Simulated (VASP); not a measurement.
# Cr (Im-3m) in VASP: single point with PBE

Aim: the single point of Cr with PBE.

Program: VASP 6.6.1. These are calculated values, not measurements. Logs are shortened: lines on timing, memory, paths and dates and some standing lists are left out, and cuts for length are marked.

## Step 1: The cell of the first run

It takes space group Im-3m (No. 229, cubic). The conventional cell has a = 2.848 Å, b = 2.848 Å, c = 2.848 Å, α = 90.00°, β = 90.00°, γ = 90.00°. Within 3.3 Å of Cr (site symmetry m-3m) lie 14 Cr at 2.47 to 2.85 Å.

## Step 2: Single point, PBE

INCAR reads:

```
SYSTEM = Cr
PREC = Accurate
ENCUT = 500
EDIFF = 1E-6
ISMEAR = 0
SIGMA = 0.1
LREAL = .False.
LASPH = .True.
NELM = 120
ALGO = Normal
ISIF = 2
LWAVE = .False.
LCHARG = .False.
GGA = PE
NBANDS = 12
GGA_COMPAT = .False.
```

KPOINTS reads:

```
Automatic mesh
0
Gamma
  20 20 20
  0 0 0
```

POSCAR reads:

```
Cr
1.0
   -1.4238877458      1.4238877458      1.4238877458
    1.4238877458     -1.4238877458      1.4238877458
    1.4238877458      1.4238877458     -1.4238877458
Cr
1
Direct
    0.0000000000      0.0000000000      0.0000000000
```

Potentials or basis: VASP PAW PBE potentials, release 64 (Cr_pv).

Run with:

```sh
cat potpaw_PBE.64/Cr_pv/POTCAR > POTCAR
mpirun -np 1 vasp_std > vasp.out
```

OUTCAR:

```text
SYSTEM = Cr
   PREC = Accurate
   ENCUT = 500
   EDIFF = 1E-6
   ISMEAR = 0
   LREAL = .False.
   LASPH = .True.
   NELM = 120
   ISIF = 2
   GGA = PE

 ion  position               nearest neighbor table
   1  0.000  0.000  0.000-

  LATTYP: Found a body centered cubic cell.
 ALAT       =     2.8477754916

  Lattice vectors:

 A1 = (  -1.4238877458,   1.4238877458,   1.4238877458)
 A2 = (   1.4238877458,  -1.4238877458,   1.4238877458)
 A3 = (   1.4238877458,   1.4238877458,  -1.4238877458)

Analysis of symmetry for initial positions (statically):
=====================================================================
 Subroutine PRICEL returns:
 Original cell was already a primitive cell.

 Routine SETGRP: Setting up the symmetry group for a
 body centered cubic supercell.

 Subroutine GETGRP returns: Found 48 space group operations
[... 9 lines left out ...]

 Routine SETGRP: Setting up the symmetry group for a
 body centered cubic supercell.

 Subroutine GETGRP returns: Found 48 space group operations
[... 11 lines left out ...]
                                     Primitive cell

  volume of cell :      11.5475

  direct lattice vectors                    reciprocal lattice vectors
    -1.423887746  1.423887746  1.423887746     0.000000000  0.351151277  0.351151277
     1.423887746 -1.423887746  1.423887746     0.351151277  0.000000000  0.351151277
     1.423887746  1.423887746 -1.423887746     0.351151277  0.351151277  0.000000000

  length of vectors
     2.466245920  2.466245920  2.466245920     0.496602898  0.496602898  0.496602898

  position of ions in fractional coordinates (direct lattice)
     0.000000000  0.000000000  0.000000000

  ion indices of the primitive-cell ions
   primitive index   ion index
                 1           1

----------------------------------------------------------------------------------------

 KPOINTS: Automatic mesh

Automatic generation of k-mesh.
 Grid dimensions read from file:
 generate k-points for:   20   20   20

 Generating k-lattice:

  Cartesian coordinates                     Fractional coordinates (reciprocal lattice)
     0.000000000  0.017557564  0.017557564     0.050000000  0.000000000  0.000000000
     0.017557564  0.000000000  0.017557564     0.000000000  0.050000000  0.000000000
     0.017557564  0.017557564  0.000000000     0.000000000  0.000000000  0.050000000

  Length of vectors
     0.024830145  0.024830145  0.024830145

  Shift w.r.t. Gamma in fractional coordinates (k-lattice)
     0.000000000  0.000000000  0.000000000

 Subroutine IBZKPT returns following result:
 ===========================================

 Found    256 irreducible k-points:

 Following reciprocal coordinates:
            Coordinates               Weight
  0.000000  0.000000  0.000000      1.000000
  0.050000  0.000000  0.000000     12.000000
  0.100000  0.000000  0.000000     12.000000
  0.150000  0.000000  0.000000     12.000000
  0.200000  0.000000  0.000000     12.000000
  0.250000  0.000000  0.000000     12.000000
[... 16 lines left out ...]
  0.200000  0.100000  0.000000     48.000000
  0.250000  0.100000 -0.000000     48.000000
 [... further k-points ...]
   k-points           NKPTS =    256   k-points in BZ     NKDIM =    256   number of bands    NBANDS=     12
   number of dos      NEDOS =    301   number of ions     NIONS =      1
   total plane-waves  NPLWV =   5832
   dimension x,y,z NGX =    18 NGY =   18 NGZ =   18
   dimension x,y,z NGXF=    36 NGYF=   36 NGZF=   36
   ions per type =               1
   NGX,Y,Z   is equivalent  to a cutoff of  12.13, 12.13, 12.13 a.u.
   NGXF,Y,Z  is equivalent  to a cutoff of  24.27, 24.27, 24.27 a.u.
 SYSTEM =  Cr
   PREC   = accura    normal or accurate (medium, high low for compatibility)
   ISTART =      0    job   : 0-new  1-cont  2-samecut
   ICHARG =      2    charge: 1-file 2-atom 10-const
   ISPIN  =      1    spin polarized calculation?
   LNONCOLLINEAR =      F non collinear calculations
   LSORBIT =      F    spin-orbit coupling
   LASPH  =      T    aspherical Exc in radial PAW
   ENCUT  =  500.0 eV  36.75 Ry    6.06 a.u.   4.50  4.50  4.50*2*pi/ulx,y,z
   NELM   =    120;   NELMIN=  2; NELMDL= -5     # of ELM steps
   EDIFF  = 0.1E-05   stopping-criterion for ELM
   LREAL  =      F    real-space projection
   EDIFFG = 0.1E-04   stopping-criterion for IOM
   NSW    =      0    number of steps for IOM
   IBRION =     -1    ionic relax: 0-MD 1-quasi-New 2-CG
   NFREE  =      0    steps in history (QN), initial steepest desc. (CG)
   ISIF   =      2    stress and relaxation
   ISYM   =      2    0-nonsym 1-usesym 2-fastsym
   POTIM  = 0.5000    time-step for ionic-motion
   TEBEG  =    0.0;   TEEND  =   0.0 temperature during run
   PSTRESS=    0.0 pullay stress
   NELECT =      12.0000    total number of electrons
   NUPDOWN=      -1.0000    fix difference up-down
   EMIN   =  10.00;   EMAX   =-10.00  energy-range for DOS
   EFERMI =   0.00;   METHOD = LEGACY
   ISMEAR =     0;   SIGMA  =   0.10  broadening in eV -4-tet -1-fermi 0-gaus
   EFERMI_NEDOS =   21; number of points for ismear=-14 and -15
   IALGO  =     38    algorithm
   IMIX   =      4    mixing-type and parameters
     AMIX     =   0.40;   BMIX     =  1.00
     AMIX_MAG =   1.60;   BMIX_MAG =  1.00
  volume/ion in A,a.u.               =      11.55        77.93
  Fermi-wavevector in a.u.,A,eV,Ry     =   1.658210  3.133562 37.411395  2.749660
  Thomas-Fermi vector in A             =   2.745830
   LORBIT       =      0    0 simple, 1 ext, 2 COOP (PROOUT), +10 PAW based schemes
   GGA     = PE    functional components
   LHFCALC =     F    Hartree Fock is set to
   AEXX    =    0.0000 exact exchange contribution
   IVDW    =     0    specifies the selected vdW correction
   LEPSILON=     F    determine dielectric tensor
   LRPA    =     F    only Hartree local field effects (RPA)
 non-spin polarized calculation
 Gauss-broadening in eV      SIGMA  =   0.10
  energy-cutoff  :      500.00
  volume of cell :       11.55
 maximum number of plane-waves:       321
 NGX is ok and might be reduce to    18
   NGX =  9   NGY =  9   NGZ =  9

 number of electron      11.9999994 magnetization

 Free energy of the ion-electron system (eV)
  ---------------------------------------------------
  ext. energy  EPLUGINS =         0.00000000
  ---------------------------------------------------
  free energy    TOTEN  =        -9.51855456 eV

  energy without entropy =       -9.51511454  energy(sigma->0) =       -9.51683455

 E-fermi :  10.9953     XC(G=0): -13.6758

 val. band max:       10.9890854633   @ k =   0.4500   0.1000  -0.0000
 cond. band min:      11.0054722171   @ k =  -0.1500   0.2000   0.1000
 fundamental gap:      0.0163867538
 Fermi energy:        10.9953197697

 k-point     1 :       0.0000    0.0000    0.0000
  band No.  band energies     occupation
      1     -31.7483      2.00000
      2     -31.7483      2.00000
      3     -31.7483      2.00000
      4       3.1189      2.00000
      5      10.0657      2.00000
      6      10.0657      2.00000
      7      10.0657      2.00000
      8      12.1204      0.00000
      9      12.1204      0.00000
     10      18.0842      0.00000
     11      33.2814      0.00000
     12      33.2814      0.00000

 k-point     2 :       0.0500    0.0000    0.0000
  band No.  band energies     occupation
      1     -31.7718      2.00000
      2     -31.7555      2.00000
      3     -31.7484      2.00000
      4       3.2292      2.00000
      5      10.0229      2.00000
      6      10.0591      2.00000
      7      10.1403      2.00000
      8      12.0714      0.00000
      9      12.1233      0.00000
     10      18.0842      0.00000
     11      33.0214      0.00000
     12      33.2528      0.00000

 k-point     3 :       0.1000    0.0000    0.0000
  band No.  band energies     occupation
      1     -31.8394      2.00000
      2     -31.7762      2.00000
      3     -31.7487      2.00000
      4       3.5525      2.00000
      5       9.9003      2.00000
      6      10.0293      2.00000
      7      10.3600      2.00000
      8      11.9509      0.00000
      9      12.1332      0.00000
     10      18.0842      0.00000
     11      32.2739      0.00000
     12      33.0967      0.00000

 k-point     4 :       0.1500    0.0000    0.0000
  band No.  band energies     occupation
      1     -31.9442      2.00000
      2     -31.8085      2.00000
      3     -31.7494      2.00000
      4       4.0646      2.00000
      5       9.7142      2.00000
      6       9.9544      2.00000
      7      10.7128      1.99994
      8      11.8258      0.00000
      9      12.1529      0.00000
     10      18.0841      0.00000
     11      31.0979      0.00000
     12      32.6641      0.00000

 k-point     5 :       0.2000    0.0000    0.0000
  band No.  band energies     occupation
      1     -32.0745      2.00000
      2     -31.8491      2.00000
      3     -31.7502      2.00000
      4       4.7177      2.00000
      5       9.4875      2.00000
      6       9.8361      2.00000
      7      11.1779      0.00981
      8      11.7652      0.00000
      9      12.1851      0.00000
     10      18.0839      0.00000
     11      29.5705      0.00000
     12      31.9158      0.00000
[... 228 lines left out ...]
      1     -32.0007      2.00000
      2     -31.8079      2.00000
      3     -31.7704      2.00000
      4       4.3611      2.00000
      5       9.6914      2.00000
      6       9.7778      2.00000
      7      10.9740      1.23724
      8      11.7177      0.00000
      9      12.2167      0.00000
     10      18.0840      0.00000
     11      30.7806      0.00000
     12      31.9073      0.00000

 k-point    22 :       0.1500    0.1000    0.0000
  band No.  band energies     occupation
      1     -32.1176      2.00000
      2     -31.8470      2.00000
      3     -31.7772      2.00000
      4       4.9979      2.00000
      5       9.4878      2.00000
      6       9.6179      2.00000
      7      11.4676      0.00000
      8      11.6434      0.00000
      9      12.2864      0.00000
     10      18.0838      0.00000
     11      29.5237      0.00000
     12      30.9305      0.00000

 k-point    23 :       0.2000    0.1000    0.0000
  band No.  band energies     occupation
      1     -32.2435      2.00000
      2     -31.8964      2.00000
      3     -31.7806      2.00000
      4       5.6944      2.00000
      5       9.2466      2.00000
      6       9.5021      2.00000
      7      11.6517      0.00000
      8      12.0488      0.00000
      9      12.3684      0.00000
     10      18.0836      0.00000
     11      27.8854      0.00000
     12      30.0054      0.00000

 k-point    24 :       0.2500    0.1000   -0.0000
  band No.  band energies     occupation
      1     -32.3667      2.00000
      2     -31.9476      2.00000
      3     -31.7829      2.00000
      4       6.3096      2.00000
      5       9.0172      2.00000
      6       9.5378      2.00000
      7      11.7442      0.00000
      8      12.3987      0.00000
      9      12.7345      0.00000
     10      18.0831      0.00000
     11      26.0611      0.00000
     12      29.1720      0.00000

 [... further k-points ...]
[... 5 lines left out ...]
  --------------------------------------------------------------------------------------
  -------------------------------------------------------------------------------------
  Total       -0.0915338     -0.0915338     -0.0915338      0.0000000     -0.0000000      0.0000000
  in kB      -12.7000378    -12.7000378    -12.7000378      0.0000000     -0.0000000      0.0000000
  external PRESSURE =     -12.7000378 kB  Pullay stress =       0.0000000 kB

 VOLUME and BASIS-vectors are now :
 -----------------------------------------------------------------------------
  energy-cutoff  :      500.00
  volume of cell :       11.55
      direct lattice vectors                 reciprocal lattice vectors
    -1.423887746  1.423887746  1.423887746     0.000000000  0.351151277  0.351151277
     1.423887746 -1.423887746  1.423887746     0.351151277  0.000000000  0.351151277
     1.423887746  1.423887746 -1.423887746     0.351151277  0.351151277  0.000000000

 POSITION                                       TOTAL-FORCE (eV/Angst)
 -----------------------------------------------------------------------------------
      0.00000      0.00000      0.00000         0.000000     -0.000000      0.000000
 -----------------------------------------------------------------------------------
    total drift:                                0.000000      0.000000      0.000000

  FREE ENERGIE OF THE ION-ELECTRON SYSTEM (eV)
  ---------------------------------------------------
  free  energy   TOTEN  =        -9.5185545633 eV

  energy  without entropy=       -9.5151145378  energy(sigma->0) =       -9.51683455
```

Run time: 36 s. Hardware: 1 thread of Intel Xeon 8259CL, shared host; peak memory 0.14 GiB.

What came out:

| Property | Result |
| --- | --- |
| Free energy | -9.5186 eV |
| Pressure | -1.3 GPa |
| Band gap on the k mesh | zero (band 6 reaches 13.42 eV, above the bottom of band 7 at 10.07 eV) |

Levels at points of the mesh, in eV from the Fermi level:
| k point | band 4 | band 5 | band 6 | band 7 | band 8 | band 9 |
| --- | --- | --- | --- | --- | --- | --- |
| (0.00, 0.00, 0.00) | -7.88 | -0.93 | -0.93 | -0.93 | 1.13 | 1.13 |
| (0.50, 0.00, 0.00) | -4.45 | -2.48 | 1.10 | 1.12 | 1.46 | 2.82 |
| (0.50, 0.50, 0.50) | -4.33 | -4.33 | 2.43 | 2.43 | 2.43 | 7.09 |

Caveat: the run has no spin polarisation, though such a crystal can be magnetic. Spin polarisation is off, so any magnetic state and its effect on volume and gap are missing.
